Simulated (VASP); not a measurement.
# Al6H in VASP: further runs

Al6H is run at these levels: PBE; tasks: single point.

All numbers are computed with VASP 6.6.1; they aren't measurements. Logs are shortened: lines on timing, memory, paths and dates and some standing lists are left out, and cuts for length are marked.

## Step 1: The cell of the first run

The cell holds a slab with vacuum, 14 atoms: a = 5.714 Å, b = 5.714 Å, c = 22.175 Å, α = 90.00°, β = 90.00°, γ = 90.00°.

## Step 2: Single point, PBE

File INCAR:

```
PREC = Accurate
ENCUT = 520
EDIFF = 1E-6
ISMEAR = 0
SIGMA = 0.1
LREAL = False
LASPH = True
NELM = 60
ALGO = Normal
ISIF = 2
LWAVE = False
LCHARG = True
LDIPOL = True
IDIPOL = 3
DIPOL = 0.5 0.5 0.299
GGA = PE
LELF = True
LVHAR = True
LVACPOTAV = True
NBANDS = 32
```

File KPOINTS:

```
regular mesh
0
Gamma
  5 5 1
```

File POSCAR:

```
Al6H
1.0
    5.7135165837      0.0000000000      0.0000000000
    0.0000000000      5.7135165837      0.0000000000
    0.0000000000      0.0000000000     22.1746954375
Al H
12 2
Direct
    0.2500000000      0.2500000000      0.1803857921
    0.2500000000      0.7500000000      0.1803857921
    0.7500000000      0.2500000000      0.1803857921
    0.7500000000      0.7500000000      0.1803857921
    0.0000000000      0.0000000000      0.2744050924
    0.0000000000      0.5000000000      0.2744050924
    0.5000000000      0.0000000000      0.2744050924
    0.5000000000      0.5000000000      0.2744050924
    0.2500000000      0.2500000000      0.3686497278
    0.2500000000      0.7500000000      0.3686497278
    0.7500000000      0.2500000000      0.3686497278
    0.7500000000      0.7500000000      0.3686497278
    0.0000000000     -0.1308301095      0.4466665829
    0.0000000000      0.1308301095      0.4466665829
```

Potentials or basis: VASP PAW PBE potentials, release 64 (Al, H).

Run with:

```bash
> cat potpaw_PBE.64/Al/POTCAR potpaw_PBE.64/H/POTCAR > POTCAR
> mpirun -np 1 vasp_std > vasp.out
```

OUTCAR:

```text
PREC = Accurate
   ENCUT = 520
   EDIFF = 1E-6
   ISMEAR = 0
   LREAL = False
   LASPH = True
   NELM = 60
   ISIF = 2
   GGA = PE

 ion  position               nearest neighbor table
   1  0.250  0.250  0.180-   2 2.86   3 2.86   2 2.86   3 2.86   7 2.90   8 2.90   5 2.90   6 2.90

   2  0.250  0.750  0.180-   1 2.86   4 2.86   1 2.86   4 2.86   7 2.90   8 2.90   5 2.90   6 2.90

   3  0.750  0.250  0.180-   1 2.86   4 2.86   4 2.86   1 2.86   7 2.90   8 2.90   5 2.90   6 2.90
[... 15 lines left out ...]
  11  0.750  0.250  0.369-   9 2.86  12 2.86  12 2.86   9 2.86   5 2.91   6 2.91   7 2.91   8 2.91

  12  0.750  0.750  0.369-  10 2.86  11 2.86  11 2.86  10 2.86   5 2.91   6 2.91   7 2.91   8 2.91

  13  0.000  0.869  0.447-
  14  0.000  0.131  0.447-

  LATTYP: Found a simple tetragonal cell.
 ALAT       =     5.7135165837
 C/A-ratio  =     3.8810940885

  Lattice vectors:

 A1 = (   5.7135165837,   0.0000000000,   0.0000000000)
 A2 = (   0.0000000000,   5.7135165837,   0.0000000000)
 A3 = (   0.0000000000,   0.0000000000,  22.1746954375)

Analysis of symmetry for initial positions (statically):
=====================================================================
 Subroutine PRICEL returns:
 Original cell was already a primitive cell.

 Routine SETGRP: Setting up the symmetry group for a
 simple tetragonal supercell.

 Subroutine GETGRP returns: Found  4 space group operations
 (whereof  4 operations were pure point group operations)
 out of a pool of 16 trial point group operations.

The static configuration has the point symmetry C_2v.

Analysis of symmetry for dynamics (positions and initial velocities):
=====================================================================
 Subroutine PRICEL returns:
 Original cell was already a primitive cell.

 Routine SETGRP: Setting up the symmetry group for a
 simple tetragonal supercell.

 Subroutine GETGRP returns: Found  4 space group operations
 (whereof  4 operations were pure point group operations)
 out of a pool of 16 trial point group operations.

The dynamic configuration has the point symmetry C_2v.

 Subroutine INISYM returns: Found  4 space group operations
 (whereof  4 operations are pure point group operations),
 and found     1 'primitive' translations

----------------------------------------------------------------------------------------

                                     Primitive cell

  volume of cell :     723.8768

  direct lattice vectors                    reciprocal lattice vectors
     5.713516584  0.000000000  0.000000000     0.175023558  0.000000000  0.000000000
     0.000000000  5.713516584  0.000000000     0.000000000  0.175023558  0.000000000
     0.000000000  0.000000000 22.174695437     0.000000000  0.000000000  0.045096448

  length of vectors
     5.713516584  5.713516584 22.174695437     0.175023558  0.175023558  0.045096448

  position of ions in fractional coordinates (direct lattice)
     0.250000000  0.250000000  0.180385792
     0.250000000  0.750000000  0.180385792
     0.750000000  0.250000000  0.180385792
     0.750000000  0.750000000  0.180385792
     0.000000000  0.000000000  0.274405092
     0.000000000  0.500000000  0.274405092
     0.500000000  0.000000000  0.274405092
     0.500000000  0.500000000  0.274405092
     0.250000000  0.250000000  0.368649728
     0.250000000  0.750000000  0.368649728
     0.750000000  0.250000000  0.368649728
     0.750000000  0.750000000  0.368649728
     0.000000000  0.869169890  0.446666583
     0.000000000  0.130830110  0.446666583

  ion indices of the primitive-cell ions
   primitive index   ion index
                 1           1
                 2           2
                 3           3
                 4           4
                 5           5
                 6           6
                 7           7
                 8           8
                 9           9
                10          10
                11          11
                12          12
                13          13
                14          14

----------------------------------------------------------------------------------------

 KPOINTS: regular mesh

Automatic generation of k-mesh.
 Grid dimensions read from file:
 generate k-points for:    5    5    1

 Generating k-lattice:

  Cartesian coordinates                     Fractional coordinates (reciprocal lattice)
     0.035004712  0.000000000  0.000000000     0.200000000  0.000000000  0.000000000
     0.000000000  0.035004712  0.000000000     0.000000000  0.200000000  0.000000000
     0.000000000  0.000000000  0.045096448     0.000000000  0.000000000  1.000000000

  Length of vectors
     0.035004712  0.035004712  0.045096448

  Shift w.r.t. Gamma in fractional coordinates (k-lattice)
     0.000000000  0.000000000  0.000000000

 Subroutine IBZKPT returns following result:
 ===========================================

 Found      9 irreducible k-points:

 Following reciprocal coordinates:
            Coordinates               Weight
  0.000000  0.000000  0.000000      1.000000
  0.200000  0.000000  0.000000      2.000000
  0.000000  0.200000  0.000000      2.000000
  0.400000  0.000000  0.000000      2.000000
  0.000000  0.400000  0.000000      2.000000
  0.200000  0.200000  0.000000      4.000000
  0.400000  0.200000  0.000000      4.000000
 -0.200000  0.400000  0.000000      4.000000
  0.400000  0.400000  0.000000      4.000000
   k-points           NKPTS =      9   k-points in BZ     NKDIM =      9   number of bands    NBANDS=     32
   number of dos      NEDOS =    301   number of ions     NIONS =     14
   total plane-waves  NPLWV = 296352
   dimension x,y,z NGX =    42 NGY =   42 NGZ =  168
   dimension x,y,z NGXF=    84 NGYF=   84 NGZF=  336
   ions per type =              12   2
   NGX,Y,Z   is equivalent  to a cutoff of  12.22, 12.22, 12.60 a.u.
   NGXF,Y,Z  is equivalent  to a cutoff of  24.44, 24.44, 25.19 a.u.
 SYSTEM =  unknown system
   PREC   = accura    normal or accurate (medium, high low for compatibility)
   ISTART =      0    job   : 0-new  1-cont  2-samecut
   ICHARG =      2    charge: 1-file 2-atom 10-const
   ISPIN  =      1    spin polarized calculation?
   LNONCOLLINEAR =      F non collinear calculations
   LSORBIT =      F    spin-orbit coupling
   LASPH  =      T    aspherical Exc in radial PAW
   ENCUT  =  520.0 eV  38.22 Ry    6.18 a.u.  10.62 10.62 41.23*2*pi/ulx,y,z
   NELM   =     60;   NELMIN=  2; NELMDL= -5     # of ELM steps
   EDIFF  = 0.1E-05   stopping-criterion for ELM
   LREAL  =      F    real-space projection
   EDIFFG = 0.1E-04   stopping-criterion for IOM
   NSW    =      0    number of steps for IOM
   IBRION =     -1    ionic relax: 0-MD 1-quasi-New 2-CG
   NFREE  =      0    steps in history (QN), initial steepest desc. (CG)
   ISIF   =      2    stress and relaxation
   ISYM   =      2    0-nonsym 1-usesym 2-fastsym
   POTIM  = 0.5000    time-step for ionic-motion
   TEBEG  =    0.0;   TEEND  =   0.0 temperature during run
   PSTRESS=    0.0 pullay stress
   NELECT =      38.0000    total number of electrons
   NUPDOWN=      -1.0000    fix difference up-down
   EMIN   =  10.00;   EMAX   =-10.00  energy-range for DOS
   EFERMI =   0.00;   METHOD = LEGACY
   ISMEAR =     0;   SIGMA  =   0.10  broadening in eV -4-tet -1-fermi 0-gaus
   EFERMI_NEDOS =   21; number of points for ismear=-14 and -15
   IALGO  =     38    algorithm
   IMIX   =      4    mixing-type and parameters
     AMIX     =   0.40;   BMIX     =  1.00
     AMIX_MAG =   1.60;   BMIX_MAG =  1.00
  volume/ion in A,a.u.               =      51.71       348.93
  Fermi-wavevector in a.u.,A,eV,Ry     =   0.612982  1.158368  5.112350  0.375747
  Thomas-Fermi vector in A             =   1.669467
   LORBIT       =      0    0 simple, 1 ext, 2 COOP (PROOUT), +10 PAW based schemes
   GGA     = PE    functional components
   LHFCALC =     F    Hartree Fock is set to
   AEXX    =    0.0000 exact exchange contribution
   IVDW    =     0    specifies the selected vdW correction
   LEPSILON=     F    determine dielectric tensor
   LRPA    =     F    only Hartree local field effects (RPA)
 non-spin polarized calculation
 Gauss-broadening in eV      SIGMA  =   0.10
  energy-cutoff  :      520.00
  volume of cell :      723.88
 maximum number of plane-waves:     19525
   NGX = 21   NGY = 21   NGZ = 83

 dipolmoment           0.000000      0.000000     -0.168189 electrons x Angstroem

 number of electron      37.9999997 magnetization

 dipolmoment           0.000000      0.000000      0.084083 electrons x Angstroem

 Free energy of the ion-electron system (eV)
  ---------------------------------------------------
  ext. energy  EPLUGINS =         0.00000000
  ---------------------------------------------------
  free energy    TOTEN  =       -46.28105696 eV

  energy without entropy =      -46.25501780  energy(sigma->0) =      -46.26803738

 E-fermi :  -1.0036     XC(G=0):  -3.8371

 val. band max:       -1.0408276078   @ k =   0.4000   0.4000   0.0000
 cond. band min:      -0.9906964708   @ k =   0.0000   0.2000   0.0000
 fundamental gap:      0.0501311370
 Fermi energy:        -1.0036410028

 k-point     1 :       0.0000    0.0000    0.0000
  band No.  band energies     occupation
      1     -11.1824      2.00000
      2      -9.1788      2.00000
      3      -6.8600      2.00000
      4      -6.7964      2.00000
      5      -6.7729      2.00000
      6      -6.6583      2.00000
[... 295 lines left out ...]
     30       1.9679      0.00000
     31       2.0022      0.00000
 [bands above 31 left out]

------------------------ aborting loop because EDIFF is reached ----------------------------------------

  FORCE on cell =-STRESS in cart. coord.  units (eV):
  Direction    XX          YY          ZZ          XY          YZ          ZX
  --------------------------------------------------------------------------------------
  -------------------------------------------------------------------------------------
  Total       -7.9473126     -8.7585275     -4.9299724      0.0000000      0.0000000      0.0000000
  in kB      -17.5900158    -19.3855011    -10.9116499      0.0000000      0.0000000      0.0000000
  external PRESSURE =     -15.9623890 kB  Pullay stress =       0.0000000 kB

 VOLUME and BASIS-vectors are now :
 -----------------------------------------------------------------------------
  energy-cutoff  :      520.00
  volume of cell :      723.88
      direct lattice vectors                 reciprocal lattice vectors
     5.713516584  0.000000000  0.000000000     0.175023558  0.000000000  0.000000000
     0.000000000  5.713516584  0.000000000     0.000000000  0.175023558  0.000000000
     0.000000000  0.000000000 22.174695437     0.000000000  0.000000000  0.045096448

 POSITION                                       TOTAL-FORCE (eV/Angst)
 -----------------------------------------------------------------------------------
      1.42838      1.42838      4.00000         0.018340      0.017497      0.055921
      1.42838      4.28514      4.00000         0.018340     -0.017497      0.055921
      4.28514      1.42838      4.00000        -0.018340      0.017497      0.055921
      4.28514      4.28514      4.00000        -0.018340     -0.017497      0.055921
      0.00000      0.00000      6.08485         0.000000      0.000000      0.244836
      0.00000      2.85676      6.08485         0.000000      0.000000      0.106589
      2.85676      0.00000      6.08485         0.000000      0.000000     -0.073534
      2.85676      2.85676      6.08485         0.000000      0.000000     -0.048205
      1.42838      1.42838      8.17470        -0.018795      0.047614      0.390898
      1.42838      4.28514      8.17470        -0.018795     -0.047614      0.390898
      4.28514      1.42838      8.17470         0.018795      0.047614      0.390898
      4.28514      4.28514      8.17470         0.018795     -0.047614      0.390898
      0.00000      4.96602      9.90470         0.000000      0.492251     -1.008481
      0.00000      0.74750      9.90470         0.000000     -0.492251     -1.008481
 -----------------------------------------------------------------------------------
    total drift:                               -0.000000     -0.000000     -0.000127

  FREE ENERGIE OF THE ION-ELECTRON SYSTEM (eV)
  ---------------------------------------------------
  free  energy   TOTEN  =       -46.2810569606 eV

  energy  without entropy=      -46.2550178011  energy(sigma->0) =      -46.26803738

 vacuum level on the upper side and lower side of the slab         3.790         3.324
```

It took 13 min on 1 thread of Intel Xeon 8259CL, shared host; peak memory 0.68 GiB.

What came out:

```
Free energy            : -46.2811 eV
Largest force          : 1.122 eV/Å
Band gap on the k mesh : zero (bands 19 and 20 overlap by 0.92 eV)
```

Forces in eV/Å, atoms in the order of the input:
```
Al   0.018  0.017  0.056
Al   0.018 -0.017  0.056
Al  -0.018  0.017  0.056
Al  -0.018 -0.017  0.056
Al   0.000  0.000  0.245
Al   0.000  0.000  0.107
Al   0.000  0.000 -0.074
Al   0.000  0.000 -0.048
Al  -0.019  0.048  0.391
Al  -0.019 -0.048  0.391
Al   0.019  0.048  0.391
Al   0.019 -0.048  0.391
H    0.000  0.492 -1.008
H    0.000 -0.492 -1.008
```

Levels at points of the mesh, in eV from the Fermi level:
| k point | band 15 | band 16 | band 17 | band 18 | band 19 | band 20 | band 21 | band 22 | band 23 | band 24 |
| --- | --- | --- | --- | --- | --- | --- | --- | --- | --- | --- |
| (0.00, 0.00, 0.00) | -1.48 | -1.11 | -0.91 | -0.78 | -0.43 | -0.18 | -0.09 | -0.05 | 0.44 | 0.92 |

## Step 3: Single point, PBE

File INCAR:

```
SYSTEM = Al6H
PREC     = Accurate       ! precision mode
ENCUT    = 520            ! plane-wave cutoff, eV
EDIFF    = 1E-7           ! SCF threshold, eV
ISMEAR   = 0              ! smearing method
SIGMA    = 0.1            ! smearing width, eV
LREAL    = .False.        ! projectors in reciprocal space
LASPH    = .True.         ! aspherical terms in the spheres
NELM     = 80             ! most SCF steps
ALGO     = Normal         ! electronic algorithm
ISIF     = 2              ! what is computed and relaxed
LWAVE    = .False.        ! write WAVECAR
LCHARG   = .True.         ! write CHGCAR
LDIPOL   = .True.       
IDIPOL   = 3            
DIPOL    = 0.5 0.5 0.291
GGA      = PE             ! functional
LELF     = .True.         ! ELF
LVHAR    = .True.       
LVACPOTAV= .True.       
NBANDS   = 32             ! bands
```

File KPOINTS:

```
Automatic mesh
0
Gamma
  5 5 1
  0 0 0
```

POSCAR: that of step 2 with these lines changed.

```diff
@@ -20,3 +20,3 @@
     0.7500000000      0.7500000000      0.3686497278
-    0.0000000000     -0.1308301095      0.4466665829
-    0.0000000000      0.1308301095      0.4466665829
+    0.0000000000     -0.1955888258      0.3889431294
+    0.0000000000      0.1955888258      0.3889431294
```

Potentials or basis: VASP PAW PBE potentials, release 64 (Al, H).

Run with:

```bash
> cat potpaw_PBE.64/Al/POTCAR potpaw_PBE.64/H/POTCAR > POTCAR
> mpirun -np 1 vasp_std > vasp.out
```

Wall time 16 min (1 thread of Intel Xeon 8259CL, shared host); peak memory 0.68 GiB.

The run converged. Its results:

* Free energy: -46.3907 eV
* Largest force: 2.496 eV/Å
* Band gap on the k mesh: zero (bands 19 and 20 overlap by 0.76 eV)

Forces on the atoms (eV/Å):
```
Al  -0.084 -0.045  0.020
Al  -0.084  0.045  0.020
Al   0.084 -0.045  0.020
Al   0.084  0.045  0.020
Al   0.000  0.000 -0.398
Al   0.000  0.000 -0.201
Al   0.000  0.000 -0.012
Al   0.000  0.000 -0.222
Al   2.276  0.661 -0.783
Al   2.276 -0.661 -0.783
Al  -2.276  0.661 -0.783
Al  -2.276 -0.661 -0.783
H    0.000  0.827  1.944
H    0.000 -0.827  1.944
```

Levels at points of the mesh, in eV from the Fermi level:
```csv
k point,band 16,band 17,band 18,band 19,band 20,band 21,band 22,band 23
"(0.00, 0.00, 0.00)",-1.15,-1.05,-0.87,-0.52,-0.49,-0.23,-0.13,1.21
```

## Step 4: Single point, PBE

File INCAR:

```
SYSTEM = Al6H
PREC = Accurate
ENCUT = 520
EDIFF = 1E-6
ISMEAR = 0
SIGMA = 0.1
LREAL = .FALSE.
LASPH = .TRUE.
NELM = 60
ALGO = Normal
ISIF = 2
LWAVE = .FALSE.
LCHARG = .FALSE.
LDIPOL = .TRUE.
IDIPOL = 3
DIPOL = 0.5 0.5 0.295
GGA = PE
NBANDS = 32
```

File KPOINTS:

```
Automatic mesh
0
G
  5 5 1
  0 0 0
```

POSCAR: that of step 3 with these lines changed.

```diff
@@ -20,3 +20,3 @@
     0.7500000000      0.7500000000      0.3686497278
-    0.0000000000     -0.1955888258      0.3889431294
-    0.0000000000      0.1955888258      0.3889431294
+    0.0000000000     -0.1955888258      0.4178048562
+    0.0000000000      0.1955888258      0.4178048562
```

Run with:

```bash
> cat potpaw_PBE.64/Al/POTCAR potpaw_PBE.64/H/POTCAR > POTCAR
> mpirun -np 1 vasp_std > vasp.out
```

Run time: 14 min. Hardware: 1 thread of Intel Xeon 8259CL, shared host; peak memory 0.68 GiB.

The run converged. Its results:

```yaml
Free_energy: -47.7923 eV
Largest_force: 0.311 eV/Å
Band_gap_on_the_k_mesh: zero (bands 19 and 20 overlap by 0.96 eV)
```

Forces in eV/Å, atoms in the order of the input:
```
Al  -0.049 -0.045  0.007
Al  -0.049  0.045  0.007
Al   0.049 -0.045  0.007
Al   0.049  0.045  0.007
Al   0.000  0.000  0.149
Al   0.000  0.000  0.261
Al   0.000  0.000 -0.052
Al   0.000  0.000 -0.148
Al   0.174  0.088  0.015
Al   0.174 -0.088  0.015
Al  -0.174  0.088  0.015
Al  -0.174 -0.088  0.015
H    0.000 -0.273 -0.149
H    0.000  0.273 -0.149
```

Levels at points of the mesh, in eV from the Fermi level:
| k point | band 16 | band 17 | band 18 | band 19 | band 20 | band 21 | band 22 | band 23 |
| --- | --- | --- | --- | --- | --- | --- | --- | --- |
| (0.00, 0.00, 0.00) | -1.08 | -1.01 | -0.89 | -0.53 | -0.43 | -0.26 | -0.17 | 0.83 |

## Step 5: Single point, PBE

File INCAR:

```
SYSTEM = Al6H
ALGO     = Normal         ! electronic algorithm
DIPOL    = 0.5 0.5 0.299
EDIFF    = 1E-6           ! SCF threshold, eV
ENCUT    = 520            ! plane-wave cutoff, eV
GGA      = PE             ! functional
IDIPOL   = 3            
ISIF     = 2              ! what is computed and relaxed
ISMEAR   = 0              ! smearing method
LASPH    = .TRUE.         ! aspherical terms in the spheres
LCHARG   = .FALSE.        ! write CHGCAR
LDIPOL   = .TRUE.       
LREAL    = .FALSE.        ! projectors in reciprocal space
LWAVE    = .FALSE.        ! write WAVECAR
NBANDS   = 32             ! bands
NELM     = 80             ! most SCF steps
PREC     = Accurate       ! precision mode
SIGMA    = 0.1            ! smearing width, eV
```

File KPOINTS:

```
k-points
0
G
  5 5 1
  0 0 0
```

POSCAR: that of step 4 with these lines changed.

```diff
@@ -20,3 +20,3 @@
     0.7500000000      0.7500000000      0.3686497278
-    0.0000000000     -0.1955888258      0.4178048562
-    0.0000000000      0.1955888258      0.4178048562
+    0.0000000000     -0.1955888258      0.4466665829
+    0.0000000000      0.1955888258      0.4466665829
```

Run with:

```bash
> cat potpaw_PBE.64/Al/POTCAR potpaw_PBE.64/H/POTCAR > POTCAR
> mpirun -np 1 vasp_std > vasp.out
```

Wall time 14 min (1 thread of Intel Xeon 8259CL, shared host); peak memory 0.68 GiB.

Results (log left out):

| Quantity | Value |
| --- | --- |
| Free energy | -46.4061 eV |
| Largest force | 1.649 eV/Å |
| Band gap on the k mesh | zero (bands 19 and 20 overlap by 1.03 eV) |

Forces on the atoms (eV/Å):
```
Al  -0.003 -0.010  0.032
Al  -0.003  0.010  0.032
Al   0.003 -0.010  0.032
Al   0.003  0.010  0.032
Al   0.000  0.000  0.296
Al   0.000  0.000  0.276
Al   0.000  0.000 -0.080
Al   0.000  0.000 -0.115
Al  -0.185 -0.023  0.682
Al  -0.185  0.023  0.682
Al   0.185 -0.023  0.682
Al   0.185  0.023  0.682
H    0.000 -0.322 -1.618
H    0.000  0.322 -1.618
```

Levels at points of the mesh, in eV from the Fermi level:
```tsv
k point	band 17	band 18	band 19	band 20	band 21	band 22
(0.00, 0.00, 0.00)	-0.78	-0.78	-0.43	-0.23	-0.10	-0.05
```

## Step 6: Summary

| cell | gap on the mesh (eV) | largest force (eV/Å) |
| --- | --- | --- |
| as given, atomic positions A | none | 1.12 |
| as given, atomic positions B | none | 2.50 |
| as given, atomic positions C | none | 0.31 |
| as given, atomic positions D | none | 1.65 |

Alike in all rows: task single point; level PBE; potentials or basis VASP PAW PBE potentials, release 64 (Al, H); no spin polarisation; k mesh 5 × 5 × 1; cutoff (eV) 520; smearing gaussian 0.1 eV.

Absolute energies hang on the potentials; compare differences alone.
